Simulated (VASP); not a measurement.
# Sb (P6_3/mmc) in VASP: a series of runs

The runs below take Sb through single point, relaxation of cell and atoms, with RPBE+D3(BJ), PBEsol+D3(BJ), PBEsol+D4.

All numbers are computed with VASP 6.6.1; they aren't measurements. Logs are shortened: lines on timing, memory, paths and dates and some standing lists are left out, and cuts for length are marked.

### Step 1. The cell of the first run

It takes space group P6_3/mmc (No. 194, hexagonal). Conventional cell: a = 3.053 Å, b = 3.053 Å, c = 4.929 Å, α = 90.00°, β = 90.00°, γ = 120.00°. Within 4.0 Å of Sb (site symmetry -6m2) lie 12 Sb at 3.03 to 3.05 Å.

### Step 2. Single point, RPBE+D3(BJ)

INCAR reads:

```
  PREC = Accurate
  ENCUT = 520
  EDIFF = 1E-7
  ISMEAR = -1
  SIGMA = 0.05
  LREAL = F
  LASPH = T
  NELM = 60
  ALGO = Normal
  ISIF = 2
  LWAVE = F
  LCHARG = T
  GGA = RP
  IVDW = 12
  LELF = T
  LVHAR = T
  NBANDS = 12
```

KPOINTS reads:

```
regular mesh
0
Gamma
  9 9 5
```

POSCAR reads:

```
Sb
1.0
    3.0525735285      0.0000000000      0.0000000000
   -1.5262867642      2.6436062226      0.0000000000
    0.0000000000      0.0000000000      4.9286226061
Sb
2
Direct
    0.6666666667      0.3333333333      0.7500000000
    0.3333333333      0.6666666667      0.2500000000
```

Potentials or basis: VASP PAW PBE potentials, release 64 (Sb).

Run with:

```
$ cat potpaw_PBE.64/Sb/POTCAR > POTCAR
$ mpirun -np 1 vasp_std > vasp.out
```

OUTCAR:

```text
PREC = Accurate
   ENCUT = 520
   EDIFF = 1E-7
   ISMEAR = -1
   LREAL = F
   LASPH = T
   NELM = 60
   ISIF = 2
   GGA = RP
   IVDW = 12
 IVDW          = 12

 ion  position               nearest neighbor table
   1  0.667  0.333  0.750-   2 3.03   2 3.03   2 3.03   2 3.03   2 3.03   2 3.03
   2  0.333  0.667  0.250-   1 3.03   1 3.03   1 3.03   1 3.03   1 3.03   1 3.03

  LATTYP: Found a hexagonal cell.
 ALAT       =     3.0525735285
 C/A-ratio  =     1.6145794884

  Lattice vectors:

 A1 = (   3.0525735285,   0.0000000000,   0.0000000000)
 A2 = (  -1.5262867642,   2.6436062226,   0.0000000000)
 A3 = (   0.0000000000,   0.0000000000,   4.9286226061)

Analysis of symmetry for initial positions (statically):
=====================================================================
 Subroutine PRICEL returns:
 Original cell was already a primitive cell.

 Routine SETGRP: Setting up the symmetry group for a
 hexagonal supercell.

 Subroutine GETGRP returns: Found 24 space group operations
 (whereof 12 operations were pure point group operations)
 out of a pool of 24 trial point group operations.

The static configuration has the point symmetry D_3d.
 The point group associated with its full space group is D_6h.

Analysis of symmetry for dynamics (positions and initial velocities):
=====================================================================
 Subroutine PRICEL returns:
 Original cell was already a primitive cell.

 Routine SETGRP: Setting up the symmetry group for a
 hexagonal supercell.

 Subroutine GETGRP returns: Found 24 space group operations
 (whereof 12 operations were pure point group operations)
 out of a pool of 24 trial point group operations.

The dynamic configuration has the point symmetry D_3d.
 The point group associated with its full space group is D_6h.

 Subroutine INISYM returns: Found 24 space group operations
 (whereof 12 operations are pure point group operations),
 and found     1 'primitive' translations

----------------------------------------------------------------------------------------

                                     Primitive cell

  volume of cell :      39.7730

  direct lattice vectors                    reciprocal lattice vectors
     3.052573528  0.000000000  0.000000000     0.327592437  0.189135581  0.000000000
    -1.526286764  2.643606223  0.000000000     0.000000000  0.378271163  0.000000000
     0.000000000  0.000000000  4.928622606     0.000000000  0.000000000  0.202896444

  length of vectors
     3.052573528  3.052573528  4.928622606     0.378271163  0.378271163  0.202896444

  position of ions in fractional coordinates (direct lattice)
     0.666666667  0.333333333  0.750000000
     0.333333333  0.666666667  0.250000000

  ion indices of the primitive-cell ions
   primitive index   ion index
                 1           1
                 2           2

----------------------------------------------------------------------------------------

 KPOINTS: regular mesh

Automatic generation of k-mesh.
 Grid dimensions read from file:
 generate k-points for:    9    9    5

 Generating k-lattice:

  Cartesian coordinates                     Fractional coordinates (reciprocal lattice)
     0.036399160  0.021015065  0.000000000     0.111111111  0.000000000  0.000000000
     0.000000000  0.042030129  0.000000000     0.000000000  0.111111111  0.000000000
     0.000000000  0.000000000  0.040579289     0.000000000  0.000000000  0.200000000

  Length of vectors
     0.042030129  0.042030129  0.040579289

  Shift w.r.t. Gamma in fractional coordinates (k-lattice)
     0.000000000  0.000000000  0.000000000

 Subroutine IBZKPT returns following result:
 ===========================================

 Found     36 irreducible k-points:

 Following reciprocal coordinates:
            Coordinates               Weight
  0.000000  0.000000  0.000000      1.000000
  0.111111 -0.000000  0.000000      6.000000
  0.222222 -0.000000  0.000000      6.000000
  0.333333  0.000000  0.000000      6.000000
  0.444444 -0.000000  0.000000      6.000000
  0.111111  0.111111  0.000000      6.000000
[... 16 lines left out ...]
  0.333333  0.222222  0.200000     24.000000
  0.333333  0.333333  0.200000      4.000000
 [... further k-points ...]
   k-points           NKPTS =     36   k-points in BZ     NKDIM =     36   number of bands    NBANDS=     12
   number of dos      NEDOS =    301   number of ions     NIONS =      2
   total plane-waves  NPLWV =  23040
   dimension x,y,z NGX =    24 NGY =   24 NGZ =   40
   dimension x,y,z NGXF=    48 NGYF=   48 NGZF=   80
   ions per type =               2
   NGX,Y,Z   is equivalent  to a cutoff of  13.07, 13.07, 13.49 a.u.
   NGXF,Y,Z  is equivalent  to a cutoff of  26.14, 26.14, 26.98 a.u.
 SYSTEM =  unknown system
   PREC   = accura    normal or accurate (medium, high low for compatibility)
   ISTART =      0    job   : 0-new  1-cont  2-samecut
   ICHARG =      2    charge: 1-file 2-atom 10-const
   ISPIN  =      1    spin polarized calculation?
   LNONCOLLINEAR =      F non collinear calculations
   LSORBIT =      F    spin-orbit coupling
   LASPH  =      T    aspherical Exc in radial PAW
   ENCUT  =  520.0 eV  38.22 Ry    6.18 a.u.   5.68  5.68  9.16*2*pi/ulx,y,z
   NELM   =     60;   NELMIN=  2; NELMDL= -5     # of ELM steps
   EDIFF  = 0.1E-06   stopping-criterion for ELM
   LREAL  =      F    real-space projection
   EDIFFG = 0.1E-05   stopping-criterion for IOM
   NSW    =      0    number of steps for IOM
   IBRION =     -1    ionic relax: 0-MD 1-quasi-New 2-CG
   NFREE  =      0    steps in history (QN), initial steepest desc. (CG)
   ISIF   =      2    stress and relaxation
   ISYM   =      2    0-nonsym 1-usesym 2-fastsym
   POTIM  = 0.5000    time-step for ionic-motion
   TEBEG  =    0.0;   TEEND  =   0.0 temperature during run
   PSTRESS=    0.0 pullay stress
   NELECT =      10.0000    total number of electrons
   NUPDOWN=      -1.0000    fix difference up-down
   EMIN   =  10.00;   EMAX   =-10.00  energy-range for DOS
   EFERMI =   0.00;   METHOD = LEGACY
   ISMEAR =    -1;   SIGMA  =   0.05  broadening in eV -4-tet -1-fermi 0-gaus
   EFERMI_NEDOS =   21; number of points for ismear=-14 and -15
   IALGO  =     38    algorithm
   IMIX   =      4    mixing-type and parameters
     AMIX     =   0.40;   BMIX     =  1.00
     AMIX_MAG =   1.60;   BMIX_MAG =  1.00
  volume/ion in A,a.u.               =      19.89       134.20
  Fermi-wavevector in a.u.,A,eV,Ry     =   1.033266  1.952589 14.526097  1.067638
  Thomas-Fermi vector in A             =   2.167504
   LORBIT       =      0    0 simple, 1 ext, 2 COOP (PROOUT), +10 PAW based schemes
   GGA     = RP    functional components
   LHFCALC =     F    Hartree Fock is set to
   AEXX    =    0.0000 exact exchange contribution
   IVDW    =    12    specifies the selected vdW correction
   LEPSILON=     F    determine dielectric tensor
   LRPA    =     F    only Hartree local field effects (RPA)
 non-spin polarized calculation
  energy-cutoff  :      520.00
  volume of cell :       39.77
 maximum number of plane-waves:      1092
 NGX is ok and might be reduce to    24
   NGX = 11   NGY = 11   NGZ = 19

 number of electron      10.0000000 magnetization

 number of electron       9.9999999 magnetization

 Free energy of the ion-electron system (eV)
  ---------------------------------------------------
  ext. energy  EPLUGINS =         0.00000000
  ---------------------------------------------------
  free energy    TOTEN  =        -5.49055873 eV

  energy without entropy =       -5.48411766  energy(sigma->0) =       -5.48733820

 E-fermi :  13.1219     XC(G=0): -11.5905

 val. band max:       13.0345583639   @ k =   0.3333   0.2222   0.2000
 cond. band min:      13.1582040781   @ k =   0.3333   0.2222   0.0000
 fundamental gap:      0.1236457142
 Fermi energy:        13.1219165781

 k-point     1 :       0.0000    0.0000    0.0000
  band No.  band energies     occupation
      1      -2.5597      2.00000
      2       3.3092      2.00000
      3       5.1556      2.00000
      4      18.1779      0.00000
      5      18.1779      0.00000
      6      20.4417      0.00000
      7      20.4417      0.00000
      8      21.5272      0.00000
      9      22.0738      0.00000
     10      22.1879      0.00000
     11      24.7606      0.00000
     12      24.7606      0.00000

 k-point     2 :       0.1111   -0.0000    0.0000
  band No.  band energies     occupation
      1      -2.2773      2.00000
      2       3.5692      2.00000
      3       5.4544      2.00000
      4      15.4839      0.00000
      5      16.9851      0.00000
      6      19.1758      0.00000
      7      21.0377      0.00000
      8      21.0852      0.00000
      9      21.4566      0.00000
     10      23.3776      0.00000
     11      23.4880      0.00000
     12      24.2479      0.00000

 k-point     3 :       0.2222   -0.0000    0.0000
  band No.  band energies     occupation
      1      -1.4298      2.00000
      2       4.3434      2.00000
      3       6.3363      2.00000
      4      11.6374      2.00000
      5      15.3764      0.00000
      6      16.6519      0.00000
      7      18.5141      0.00000
      8      19.1406      0.00000
      9      20.3305      0.00000
     10      22.8455      0.00000
     11      23.9782      0.00000
     12      24.0481      0.00000
[... 286 lines left out ...]
 k-point    23 :       0.3333    0.2222    0.2000
  band No.  band energies     occupation
      1       2.9378      2.00000
      2       5.3509      2.00000
      3       7.2750      2.00000
      4       8.7875      2.00000
      5       9.9170      2.00000
      6      12.2191      2.00000
      7      13.0346      1.70319
      8      15.2907      0.00000
      9      18.5290      0.00000
     10      23.4813      0.00000
     11      24.3526      0.00000
     12      26.3108      0.00000

 k-point    24 :       0.3333    0.3333    0.2000
  band No.  band energies     occupation
      1       4.6119      2.00000
      2       4.6119      2.00000
      3       7.1320      2.00000
      4       9.0925      2.00000
      5       9.0925      2.00000
      6      10.7309      2.00000
      7      14.2374      0.00000
      8      14.2374      0.00000
      9      17.3645      0.00000
     10      25.5578      0.00000
     11      25.5578      0.00000
     12      26.4212      0.00000

 [... further k-points ...]

------------------------ aborting loop because EDIFF is reached ----------------------------------------

 Edisp (eV)   -7.73011

 E8    (eV) :    -5.2523

  FORCE on cell =-STRESS in cart. coord.  units (eV):
  Direction    XX          YY          ZZ          XY          YZ          ZX
  --------------------------------------------------------------------------------------
  -------------------------------------------------------------------------------------
  Total      -0.00159    -0.00159    -0.00457    -0.00000    -0.00000     0.00000
  in kB      -0.06396    -0.06396    -0.18392    -0.00000    -0.00000     0.00000
  external pressure =       -0.10 kB  Pullay stress =        0.00 kB

 VOLUME and BASIS-vectors are now :
 -----------------------------------------------------------------------------
  energy-cutoff  :      520.00
  volume of cell :       39.77
      direct lattice vectors                 reciprocal lattice vectors
     3.052573528  0.000000000  0.000000000     0.327592437  0.189135581  0.000000000
    -1.526286764  2.643606223  0.000000000     0.000000000  0.378271163  0.000000000
     0.000000000  0.000000000  4.928622606     0.000000000  0.000000000  0.202896444

 POSITION                                       TOTAL-FORCE (eV/Angst)
 -----------------------------------------------------------------------------------
      1.52629      0.88120      3.69647        -0.000000      0.000000      0.000000
     -0.00000      1.76240      1.23216         0.000000     -0.000000      0.000000
 -----------------------------------------------------------------------------------
    total drift:                                0.000000     -0.000000      0.000000

  FREE ENERGIE OF THE ION-ELECTRON SYSTEM (eV)
  ---------------------------------------------------
  free  energy   TOTEN  =       -13.2206699160 eV

  energy  without entropy=      -13.2142288483  energy(sigma->0) =      -13.21744938
```

It took 30 s on 1 thread of AMD EPYC 7R13, shared host; peak memory 0.14 GiB.

What came out:

```
Free energy                : -13.2207 eV
Pressure                   : 0.0 GPa
Band gap on the k mesh     : zero (band 5 reaches 19.03 eV, above the bottom of band 6 at 9.20 eV)
Dispersion energy per atom : -3.865 eV
```

Caveat: the PAW data sets were made with another functional, which shifts forces and pressure a little; spin-orbit coupling is left out, which moves the levels of the heavy elements; pairwise dispersion overbinds metals, which lowers pressure and volume.

### Step 3. Single point, PBEsol+D3(BJ)

This run uses another cell than the first one, of 24.72 Å³/atom, 1.243 times its volume.

INCAR reads:

```
SYSTEM = Sb
ALGO     = Normal         ! electronic algorithm
EDIFF    = 1E-6           ! SCF threshold, eV
ENCUT    = 520            ! plane-wave cutoff, eV
GGA      = PS             ! functional
ISIF     = 2              ! what is computed and relaxed
ISMEAR   = -1             ! smearing method
IVDW     = 12             ! dispersion correction
LASPH    = .TRUE.         ! aspherical terms in the spheres
LCHARG   = .FALSE.        ! write CHGCAR
LREAL    = .FALSE.        ! projectors in reciprocal space
LWAVE    = .FALSE.        ! write WAVECAR
NBANDS   = 12             ! bands
NELM     = 100            ! most SCF steps
PREC     = Accurate       ! precision mode
SIGMA    = 0.05           ! smearing width, eV
```

KPOINTS reads:

```
k-points
0
G
  9 9 5
  0 0 0
```

POSCAR reads:

```
Sb
1.0
    3.2711441002      0.0000000000      0.0000000000
   -1.6355720501      2.8328938902      0.0000000000
    0.0000000000      0.0000000000      5.3350199496
Sb
2
Direct
    0.6666666667      0.3333333333      0.7500000000
    0.3333333333      0.6666666667      0.2500000000
```

Potentials or basis: VASP PAW PBE potentials, release 64 (Sb).

Run with:

```
$ cat potpaw_PBE.64/Sb/POTCAR > POTCAR
$ mpirun -np 1 vasp_std > vasp.out
```

It took 24 s on 1 thread of AMD EPYC 7R13, shared host; peak memory 0.14 GiB.

It converged, with:

| Quantity | Value |
| --- | --- |
| Free energy | -9.7695 eV |
| Pressure | 0.0 GPa |
| Band gap on the k mesh | zero (band 5 reaches 14.12 eV, above the bottom of band 6 at 6.48 eV) |
| Dispersion energy per atom | -0.554 eV |

Levels at points of the mesh, in eV from the Fermi level:
| k point | band 1 | band 2 | band 3 | band 4 | band 5 | band 6 | band 7 | band 8 | band 9 | band 10 |
| --- | --- | --- | --- | --- | --- | --- | --- | --- | --- | --- |
| (0.00, 0.00, 0.00) | -13.55 | -9.28 | -6.30 | 4.06 | 4.06 | 5.87 | 5.87 | 6.19 | 8.19 | 9.15 |

Caveat: the PAW data sets were made with another functional, which shifts forces and pressure a little; spin-orbit coupling is left out, which moves the levels of the heavy elements; pairwise dispersion overbinds metals, which lowers pressure and volume.

### Step 4. Single point, PBEsol+D4

This run uses another cell than the first one, of 25.22 Å³/atom, 1.268 times its volume.

INCAR reads:

```
SYSTEM = Sb
PREC     = Accurate       ! precision mode
ENCUT    = 520            ! plane-wave cutoff, eV
EDIFF    = 1E-6           ! SCF threshold, eV
ISMEAR   = -1             ! smearing method
SIGMA    = 0.05           ! smearing width, eV
LREAL    = .False.        ! projectors in reciprocal space
LASPH    = .True.         ! aspherical terms in the spheres
NELM     = 80             ! most SCF steps
ALGO     = Normal         ! electronic algorithm
ISIF     = 2              ! what is computed and relaxed
LWAVE    = .False.        ! write WAVECAR
LCHARG   = .False.        ! write CHGCAR
GGA      = PS             ! functional
IVDW     = 13             ! dispersion correction
NBANDS   = 12             ! bands
```

KPOINTS reads:

```
regular mesh
0
Gamma
  9 9 5
  0 0 0
```

POSCAR reads:

```
Sb
1.0
    3.2945618614      0.0000000000      0.0000000000
   -1.6472809307      2.8531742663      0.0000000000
    0.0000000000      0.0000000000      5.3661762495
Sb
2
Direct
    0.6666666667      0.3333333333      0.7500000000
    0.3333333333      0.6666666667      0.2500000000
```

Run with:

```
$ cat potpaw_PBE.64/Sb/POTCAR > POTCAR
$ mpirun -np 1 vasp_std > vasp.out
```

Run time: 32 s. Hardware: 1 thread of AMD EPYC 7R13, shared host; peak memory 0.15 GiB.

The run converged. Its results:

```
Free energy                : -9.3742 eV
Pressure                   : 0.0 GPa
Band gap on the k mesh     : zero (band 5 reaches 13.71 eV, above the bottom of band 6 at 6.28 eV)
Dispersion energy per atom : -0.347 eV
```

Stress tensor (GPa, compression positive):
```
-0.05  0.00  0.00
 0.00 -0.05  0.00
 0.00  0.00  0.05
```

Levels at points of the mesh, in eV from the Fermi level:
```csv
k point,band 3,band 4,band 5,band 6,band 7,band 8
"(0.00, 0.00, 0.00)",-6.17,3.95,3.95,5.72,5.72,6.04
```

Caveat: the PAW data sets were made with another functional, which shifts forces and pressure a little; spin-orbit coupling is left out, which moves the levels of the heavy elements; pairwise dispersion overbinds metals, which lowers pressure and volume.

(Part 1 of 2 ends here.)
